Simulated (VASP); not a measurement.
A run of VASP 6.6.1 is set up as follows.

The input INCAR:

```
SYSTEM = CoSi3
  PREC = Accurate
  ENCUT = 520
  EDIFF = 1E-7
  ISMEAR = 0
  SIGMA = 0.1
  LREAL = .False.
  LASPH = .True.
  NELM = 150
  ALGO = Normal
  ISIF = 2
  LWAVE = .False.
  LCHARG = .True.
  ISPIN = 2
  MAGMOM = 0 0 0 0
  LORBIT = 11
  NUPDOWN = 0.0
  LMAXMIX = 4
  GGA = PE
  LELF = .True.
  LVHAR = .True.
  NBANDS = 22
```

File KPOINTS:

```
Automatic mesh
0
Gamma
  12 12 12
  0 0 0
```

Contents of POSCAR:

```
CoSi3
1.0
    0.0000000000      2.9483370208      2.9483370208
    2.9483370208      0.0000000000      2.9483370208
    2.9483370208      2.9483370208      0.0000000000
Si Co
3 1
Direct
    0.2500000000      0.2500000000      0.2500000000
    0.7500000000      0.7500000000      0.7500000000
    0.5000000000      0.5000000000      0.5000000000
    0.0000000000      0.0000000000      0.0000000000
```

Potentials or basis: VASP PAW PBE potentials, release 64 (Si, Co).

Run with:

```sh
$ cat potpaw_PBE.64/Si/POTCAR potpaw_PBE.64/Co/POTCAR > POTCAR
$ mpirun -np 1 vasp_std > vasp.out
```

Task: Predict the pressure.

Result: -0.1 GPa.

Caveat: the total moment is fixed, so each spin has its own Fermi level.
